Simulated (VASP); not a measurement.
# HC64 (a cell with a defect) in VASP: further runs

HC64 (a cell with a defect) is run at these levels: PBEsol; tasks: single point, relaxation of the atoms.

Program: VASP 6.6.1. These are calculated values, not measurements. Logs are shortened: lines on timing, memory, paths and dates and some standing lists are left out, and cuts for length are marked.

**1. The cell of the first run**

The cell holds a defect, 65 atoms: a = 7.108 Å, b = 7.108 Å, c = 7.108 Å, α = 90.00°, β = 90.00°, γ = 90.00°.

**2. Single point, PBEsol**

Contents of INCAR:

```
SYSTEM = HC64
PREC = Accurate
ENCUT = 520
EDIFF = 1E-6
ISMEAR = -1
SIGMA = 0.05
LREAL = Auto
LASPH = .TRUE.
NELM = 120
ALGO = Normal
ISIF = 2
LWAVE = .FALSE.
LCHARG = .FALSE.
GGA = PS
NBANDS = 166
NELECT = 258.0
ISYM = -1
GGA_COMPAT = .FALSE.
```

Contents of KPOINTS:

```
explicit points
1
Reciprocal
  0.25000000   0.25000000   0.25000000 1
```

Contents of POSCAR:

```
HC64
1.0
    7.1076060000      0.0000000000      0.0000000000
    0.0000000000      7.1076060000      0.0000000000
    0.0000000000      0.0000000000      7.1076060000
C H
64 1
Direct
    0.9997490000      0.0001550000      0.0005900000
    0.9995160000      0.9999370000      0.5007390000
    0.9995110000      0.5003040000      0.0003570000
    0.9976200000      0.5000210000      0.5004530000
    0.4998930000      0.9999250000      0.0003570000
    0.4996060000      0.9980180000      0.5004530000
    0.4996030000      0.5000190000      0.9984600000
    0.4995030000      0.4999490000      0.5003750000
    0.1252470000      0.1256460000      0.1260820000
    0.1229830000      0.1234050000      0.6291470000
    0.1229950000      0.6287080000      0.1238410000
    0.1244620000      0.6251410000      0.6255750000
    0.6282950000      0.1233960000      0.1238220000
    0.6247240000      0.1248700000      0.6255660000
    0.6247260000      0.6251360000      0.1253070000
    0.6256230000      0.6260590000      0.6264890000
    0.2496920000      0.2500950000      0.9994680000
    0.2530960000      0.2535410000      0.4970290000
    0.2488150000      0.7502060000      0.0005240000
    0.2492190000      0.7510620000      0.5000530000
    0.7497910000      0.2492250000      0.0005180000
    0.7506580000      0.2496350000      0.5000380000
    0.7494630000      0.7498800000      0.0003430000
    0.7497150000      0.7501440000      0.5000200000
    0.3752890000      0.3757030000      0.1214300000
    0.3748860000      0.3753300000      0.6295940000
    0.3748020000      0.8753040000      0.1252650000
    0.3745600000      0.8751710000      0.6260160000
    0.8748910000      0.3752130000      0.1252600000
    0.8747650000      0.3749750000      0.6260080000
    0.8748020000      0.8752070000      0.1260270000
    0.8747070000      0.8751260000      0.6249800000
    0.2496930000      0.9990320000      0.2505270000
    0.2488130000      0.0000970000      0.7506360000
    0.2530200000      0.4966860000      0.2538870000
    0.2492170000      0.4996220000      0.7514880000
    0.7497960000      0.0000850000      0.2496560000
    0.7494610000      0.9999050000      0.7503090000
    0.7506560000      0.4996110000      0.2500660000
    0.7497220000      0.4995890000      0.7505750000
    0.3753060000      0.1209760000      0.3761230000
    0.3748000000      0.1248300000      0.8757350000
    0.3748750000      0.6291510000      0.3757440000
    0.3745590000      0.6255810000      0.8756030000
    0.8749040000      0.1248290000      0.3756450000
    0.8747990000      0.1255940000      0.8756380000
    0.8747570000      0.6255740000      0.3754070000
    0.8747080000      0.6245470000      0.8755560000
    0.9986290000      0.2501000000      0.2505330000
    0.9996800000      0.2492260000      0.7506290000
    0.9996780000      0.7502010000      0.2496630000
    0.9994920000      0.7498810000      0.7503170000
    0.4962470000      0.2534470000      0.2538780000
    0.4991890000      0.2496390000      0.7514960000
    0.4991910000      0.7510630000      0.2500740000
    0.4991580000      0.7501410000      0.7505740000
    0.1205790000      0.3757320000      0.3761370000
    0.1244120000      0.3752180000      0.8757290000
    0.1244180000      0.8753090000      0.3756470000
    0.1251830000      0.8752120000      0.8756480000
    0.6287430000      0.3752990000      0.3757300000
    0.6251570000      0.3749780000      0.8756060000
    0.6251620000      0.8751680000      0.3754120000
    0.6241260000      0.8751260000      0.8755550000
    0.3703400000      0.3708050000      0.3713310000
```

Potentials or basis: VASP PAW PBE potentials, release 64 (C, H).

Run with:

```console
cat potpaw_PBE.64/C/POTCAR potpaw_PBE.64/H/POTCAR > POTCAR
mpirun -np 1 vasp_std > vasp.out
```

OUTCAR:

```text
SYSTEM = HC64
   PREC = Accurate
   ENCUT = 520
   EDIFF = 1E-6
   ISMEAR = -1
   LREAL = Auto
   LASPH = .TRUE.
   NELM = 120
   ISIF = 2
   GGA = PS
   NELECT = 258.0
   ISYM = -1

 ion  position               nearest neighbor table
   1  1.000  0.000  0.001-  60 1.54  31 1.54  46 1.54   9 1.54
   2  1.000  1.000  0.501-  32 1.53  45 1.54  59 1.54  10 1.54
   3  1.000  0.500  0.000-  48 1.53  29 1.54  58 1.54  11 1.54
   4  0.998  0.500  0.500-  57 1.52  30 1.53  47 1.53  12 1.55
   5  0.500  1.000  0.000-  64 1.53  27 1.54  42 1.54  13 1.54
   6  0.500  0.998  0.500-  41 1.52  63 1.53  28 1.53  14 1.55
[... 9 lines left out ...]
  16  0.626  0.626  0.626-  56 1.54  24 1.54  40 1.54   8 1.55
  17  0.250  0.250  0.999-  25 1.53  42 1.54  58 1.54   9 1.54
  18  0.253  0.254  0.497-  65 1.48  57 1.54  41 1.54  26 1.54  10 1.61
  19  0.249  0.750  0.001-  11 1.52  60 1.53  44 1.54  27 1.54
  20  0.249  0.751  0.500-  43 1.53  59 1.53  28 1.54  12 1.54
  21  0.750  0.249  0.001-  13 1.52  46 1.53  62 1.54  29 1.54
  22  0.751  0.250  0.500-  61 1.53  45 1.53  30 1.54  14 1.54
  23  0.749  0.750  0.000-  15 1.54  48 1.54  64 1.54  31 1.54
  24  0.750  0.750  0.500-  63 1.54  47 1.54  16 1.54  32 1.54
[... 38 lines left out ...]
  63  0.625  0.875  0.375-   6 1.53  24 1.54  37 1.54  55 1.54
  64  0.624  0.875  0.876-   5 1.53  56 1.54  38 1.54  23 1.54
  65  0.370  0.371  0.371-  18 1.48

IMPORTANT INFORMATION: All symmetrisations will be switched off!
NOSYMM: (Re-)initialisation of all symmetry stuff for point group C_1.

----------------------------------------------------------------------------------------

                                     Primitive cell

  volume of cell :     359.0625

  direct lattice vectors                    reciprocal lattice vectors
     7.107606000  0.000000000  0.000000000     0.140694349  0.000000000  0.000000000
     0.000000000  7.107606000  0.000000000     0.000000000  0.140694349  0.000000000
     0.000000000  0.000000000  7.107606000     0.000000000  0.000000000  0.140694349

  length of vectors
     7.107606000  7.107606000  7.107606000     0.140694349  0.140694349  0.140694349

  position of ions in fractional coordinates (direct lattice)
     0.999749000  0.000155000  0.000590000
     0.999516000  0.999937000  0.500739000
     0.999511000  0.500304000  0.000357000
     0.997620000  0.500021000  0.500453000
     0.499893000  0.999925000  0.000357000
     0.499606000  0.998018000  0.500453000
[... 57 lines left out ...]
     0.624126000  0.875126000  0.875555000
     0.370340000  0.370805000  0.371331000

  ion indices of the primitive-cell ions
   primitive index   ion index
                 1           1
                 2           2
                 3           3
                 4           4
                 5           5
                 6           6
[... 57 lines left out ...]
                64          64
                65          65

----------------------------------------------------------------------------------------

 KPOINTS: explicit points

Read explicit list of k-points.

 Found      1 k-points:

 Following reciprocal coordinates:
            Coordinates               Weight
  0.250000  0.250000  0.250000      1.000000
   k-points           NKPTS =      1   k-points in BZ     NKDIM =      1   number of bands    NBANDS=    166
   number of dos      NEDOS =    301   number of ions     NIONS =     65
   total plane-waves  NPLWV = 157464
   dimension x,y,z NGX =    54 NGY =   54 NGZ =   54
   dimension x,y,z NGXF=   108 NGYF=  108 NGZF=  108
   ions per type =              64   1
   NGX,Y,Z   is equivalent  to a cutoff of  12.63, 12.63, 12.63 a.u.
   NGXF,Y,Z  is equivalent  to a cutoff of  25.26, 25.26, 25.26 a.u.
 SYSTEM =  HC64
   PREC   = accura    normal or accurate (medium, high low for compatibility)
   ISTART =      0    job   : 0-new  1-cont  2-samecut
   ICHARG =      2    charge: 1-file 2-atom 10-const
   ISPIN  =      1    spin polarized calculation?
   LNONCOLLINEAR =      F non collinear calculations
   LSORBIT =      F    spin-orbit coupling
   LASPH  =      T    aspherical Exc in radial PAW
   ENCUT  =  520.0 eV  38.22 Ry    6.18 a.u.  13.22 13.22 13.22*2*pi/ulx,y,z
   NELM   =    120;   NELMIN=  2; NELMDL= -5     # of ELM steps
   EDIFF  = 0.1E-05   stopping-criterion for ELM
   LREAL  =      T    real-space projection
   EDIFFG = 0.1E-04   stopping-criterion for IOM
   NSW    =      0    number of steps for IOM
   IBRION =     -1    ionic relax: 0-MD 1-quasi-New 2-CG
   NFREE  =      0    steps in history (QN), initial steepest desc. (CG)
   ISIF   =      2    stress and relaxation
   ISYM   =     -1    0-nonsym 1-usesym 2-fastsym
   POTIM  = 0.5000    time-step for ionic-motion
   TEBEG  =    0.0;   TEEND  =   0.0 temperature during run
   PSTRESS=    0.0 pullay stress
   NELECT =     258.0000    total number of electrons
   NUPDOWN=      -1.0000    fix difference up-down
   EMIN   =  10.00;   EMAX   =-10.00  energy-range for DOS
   EFERMI =   0.00;   METHOD = LEGACY
   ISMEAR =    -1;   SIGMA  =   0.05  broadening in eV -4-tet -1-fermi 0-gaus
   EFERMI_NEDOS =   21; number of points for ismear=-14 and -15
   IALGO  =     38    algorithm
   IMIX   =      4    mixing-type and parameters
     AMIX     =   0.40;   BMIX     =  1.00
     AMIX_MAG =   1.60;   BMIX_MAG =  1.00
  volume/ion in A,a.u.               =       5.52        37.28
  Fermi-wavevector in a.u.,A,eV,Ry     =   1.466306  2.770917 29.253266  2.150054
  Thomas-Fermi vector in A             =   2.582060
   LORBIT       =      0    0 simple, 1 ext, 2 COOP (PROOUT), +10 PAW based schemes
   GGA     = PS    functional components
   LHFCALC =     F    Hartree Fock is set to
   AEXX    =    0.0000 exact exchange contribution
   IVDW    =     0    specifies the selected vdW correction
   LEPSILON=     F    determine dielectric tensor
   LRPA    =     F    only Hartree local field effects (RPA)
 non-spin polarized calculation
  energy-cutoff  :      520.00
  volume of cell :      359.06
 maximum number of plane-waves:      9651
 NGX is ok and might be reduce to    54
   NGX = 27   NGY = 27   NGZ = 27

 number of electron     258.0000005 magnetization

 Free energy of the ion-electron system (eV)
  ---------------------------------------------------
  ext. energy  EPLUGINS =         0.00000000
  ---------------------------------------------------
  free energy    TOTEN  =      -600.29398203 eV

  energy without entropy =     -600.29398191  energy(sigma->0) =     -600.29398197

 E-fermi :  13.7925     XC(G=0): -13.5345

 val. band max:       12.9299018500   @ k =   0.2500   0.2500   0.2500
 cond. band min:      14.6913405726   @ k =   0.2500   0.2500   0.2500
 fundamental gap:      1.7614387226
 Fermi energy:        13.7924634716

 k-point     1 :       0.2500    0.2500    0.2500
  band No.  band energies     occupation
      1     -11.4070      2.00000
      2     -10.3131      2.00000
      3     -10.2229      2.00000
      4     -10.2225      2.00000
      5      -9.1795      2.00000
      6      -9.0857      2.00000
[... 133 lines left out ...]
    140      16.3052      0.00000
    141      16.6090      0.00000
 [bands above 141 left out]

------------------------ aborting loop because EDIFF is reached ----------------------------------------

  FORCE on cell =-STRESS in cart. coord.  units (eV):
  Direction    XX          YY          ZZ          XY          YZ          ZX
  --------------------------------------------------------------------------------------
  -------------------------------------------------------------------------------------
  Total       26.7647399     26.7770038     26.7813047     -8.4363789     -8.4104148     -8.4405262
  in kB      119.4272892    119.4820119    119.5012031    -37.6440745    -37.5282199    -37.6625800
  external PRESSURE =     119.4701680 kB  Pullay stress =       0.0000000 kB

 VOLUME and BASIS-vectors are now :
 -----------------------------------------------------------------------------
  energy-cutoff  :      520.00
  volume of cell :      359.06
      direct lattice vectors                 reciprocal lattice vectors
     7.107606000  0.000000000  0.000000000     0.140694349  0.000000000  0.000000000
     0.000000000  7.107606000  0.000000000     0.000000000  0.140694349  0.000000000
     0.000000000  0.000000000  7.107606000     0.000000000  0.000000000  0.140694349

 POSITION                                       TOTAL-FORCE (eV/Angst)
 -----------------------------------------------------------------------------------
      7.10582      0.00110      0.00419         0.002752     -0.001692     -0.006846
      7.10417      7.10716      3.55906         0.007485      0.001463     -0.010838
      7.10413      3.55596      0.00254         0.008862     -0.006851     -0.001243
      7.09069      3.55395      3.55702         0.007542      0.004107      0.002378
      3.55304      7.10707      0.00254        -0.003235      0.001826      0.003555
      3.55100      7.09352      3.55702         0.002101      0.014951     -0.000082
[... 57 lines left out ...]
      4.43604      6.22005      6.22310        -0.001907      0.003367      0.005178
      2.63223      2.63554      2.63927         0.002401     -0.003233     -0.003679
 -----------------------------------------------------------------------------------
    total drift:                                0.047280      0.010360     -0.000274

  FREE ENERGIE OF THE ION-ELECTRON SYSTEM (eV)
  ---------------------------------------------------
  free  energy   TOTEN  =      -600.2939820267 eV

  energy  without entropy=     -600.2939819065  energy(sigma->0) =     -600.29398197
```

It took 2.1 min on 1 thread of Intel Xeon Platinum 8488C (Sapphire Rapids), shared host; peak memory 0.38 GiB.

What came out:

| Quantity | Value |
| --- | --- |
| Free energy | -600.2940 eV |
| Largest force | 0.029 eV/Å |

Forces on the atoms (eV/Å):
```
C    0.003 -0.002 -0.007
C    0.007  0.001 -0.011
C    0.009 -0.007 -0.001
C    0.008  0.004  0.002
C   -0.003  0.002  0.004
C    0.002  0.015  0.000
C    0.010  0.004  0.019
C    0.013  0.004 -0.002
C    0.001  0.004 -0.003
C    0.007  0.006 -0.014
C    0.006 -0.019  0.006
C   -0.002 -0.001 -0.005
C   -0.023  0.014  0.010
C   -0.001  0.000 -0.003
C   -0.003 -0.003 -0.001
C    0.004  0.000 -0.007
C   -0.007  0.000  0.009
C   -0.004 -0.017  0.012
C    0.004  0.002 -0.003
C   -0.010  0.005 -0.003
C   -0.003  0.002 -0.003
C    0.000 -0.009 -0.001
C    0.000  0.000 -0.007
C    0.003  0.001  0.000
C    0.002  0.002  0.007
C   -0.002 -0.013 -0.005
C    0.000 -0.002 -0.002
C   -0.004  0.002 -0.003
C    0.001 -0.004 -0.002
C    0.001 -0.004 -0.003
C   -0.003 -0.004 -0.006
C    0.001 -0.005  0.004
C   -0.006  0.007  0.002
C    0.003 -0.003  0.003
C   -0.008  0.010 -0.017
C   -0.010 -0.001  0.005
C   -0.001  0.000  0.005
C    0.000  0.001  0.003
C    0.000  0.003 -0.006
C    0.001  0.005  0.005
C    0.003  0.005  0.005
C    0.003 -0.004  0.001
C   -0.003 -0.006 -0.008
C   -0.002  0.001  0.001
C    0.001 -0.003  0.001
C   -0.001 -0.003 -0.003
C    0.002  0.003 -0.001
C    0.001  0.000  0.002
C    0.004 -0.001  0.002
C    0.000  0.003  0.004
C    0.001  0.002  0.006
C    0.005  0.002  0.003
C    0.017 -0.014 -0.011
C    0.004 -0.008  0.000
C    0.004  0.002 -0.007
C    0.007  0.004  0.008
C   -0.002  0.003  0.005
C   -0.005  0.004  0.007
C   -0.007  0.006  0.004
C   -0.007  0.001  0.000
C   -0.015 -0.007 -0.006
C   -0.001 -0.001  0.005
C   -0.002  0.006 -0.001
C   -0.002  0.003  0.005
H    0.002 -0.003 -0.004
```

Caveat: the cell carries a net charge on a neutralising background, which shifts energy and pressure; the cell is charged against a uniform background, so pressure and absolute levels hang on convention; the PAW data sets were made with another functional, which shifts forces and pressure a little.

**3. Single point, PBEsol**

INCAR is that of step 2.

KPOINTS is that of step 2.

Changes to POSCAR since step 2:

```diff
@@ -52,3 +52,3 @@
     0.3745590000      0.6255810000      0.8756030000
-    0.8749040000      0.1248290000      0.3756450000
+    0.8749040000      0.1248290000      0.3756440000
     0.8747990000      0.1255940000      0.8756380000
```

Potentials or basis: VASP PAW PBE potentials, release 64 (C, H).

Run with:

```console
cat potpaw_PBE.64/C/POTCAR potpaw_PBE.64/H/POTCAR > POTCAR
mpirun -np 1 vasp_std > vasp.out
```

Wall time 2.2 min (1 thread of Intel Xeon Platinum 8488C (Sapphire Rapids), shared host); peak memory 0.37 GiB.

The run converged. Its results:

```
Free energy   : -600.2940 eV
Largest force : 0.029 eV/Å
```

Forces on the atoms (eV/Å):
```
C    0.003 -0.002 -0.007
C    0.007  0.001 -0.011
C    0.009 -0.007 -0.001
C    0.008  0.004  0.002
C   -0.003  0.002  0.004
C    0.002  0.015  0.000
C    0.010  0.004  0.019
C    0.013  0.004 -0.002
C    0.001  0.004 -0.003
C    0.007  0.006 -0.014
C    0.006 -0.019  0.006
C   -0.002 -0.001 -0.005
C   -0.023  0.014  0.010
C   -0.001  0.000 -0.003
C   -0.003 -0.003 -0.001
C    0.004  0.000 -0.007
C   -0.007  0.000  0.009
C   -0.004 -0.017  0.012
C    0.004  0.002 -0.003
C   -0.010  0.005 -0.003
C   -0.003  0.002 -0.003
C    0.000 -0.009 -0.001
C    0.000  0.000 -0.007
C    0.003  0.001  0.000
C    0.002  0.002  0.007
C   -0.002 -0.013 -0.005
C    0.000 -0.002 -0.002
C   -0.004  0.002 -0.003
C    0.001 -0.004 -0.002
C    0.001 -0.004 -0.003
C   -0.003 -0.004 -0.006
C    0.001 -0.005  0.004
C   -0.006  0.007  0.002
C    0.003 -0.003  0.003
C   -0.008  0.010 -0.017
C   -0.010 -0.001  0.005
C   -0.001  0.000  0.005
C    0.000  0.001  0.003
C    0.000  0.003 -0.006
C    0.001  0.005  0.005
C    0.003  0.005  0.005
C    0.003 -0.004  0.001
C   -0.003 -0.006 -0.008
C   -0.002  0.001  0.001
C    0.001 -0.003  0.001
C   -0.001 -0.003 -0.003
C    0.002  0.003 -0.001
C    0.001  0.000  0.002
C    0.004 -0.001  0.002
C    0.000  0.003  0.004
C    0.001  0.002  0.006
C    0.005  0.002  0.003
C    0.017 -0.014 -0.011
C    0.004 -0.008  0.000
C    0.004  0.002 -0.007
C    0.007  0.004  0.008
C   -0.002  0.003  0.005
C   -0.005  0.004  0.007
C   -0.007  0.006  0.004
C   -0.007  0.001  0.000
C   -0.015 -0.007 -0.006
C   -0.001 -0.001  0.005
C   -0.002  0.006 -0.001
C   -0.002  0.003  0.005
H    0.002 -0.003 -0.004
```

Levels at points of the mesh, in eV from the Fermi level:
| k point | band 126 | band 127 | band 128 | band 129 | band 130 | band 131 | band 132 | band 133 |
| --- | --- | --- | --- | --- | --- | --- | --- | --- |
| (0.25, 0.25, 0.25) | -5.72 | -4.57 | -4.57 | -0.86 | 0.90 | 0.90 | 1.04 | 1.20 |

Caveat: the cell carries a net charge on a neutralising background, which shifts energy and pressure; the cell is charged against a uniform background, so pressure and absolute levels hang on convention; the PAW data sets were made with another functional, which shifts forces and pressure a little.

[end of part 1 of 3]
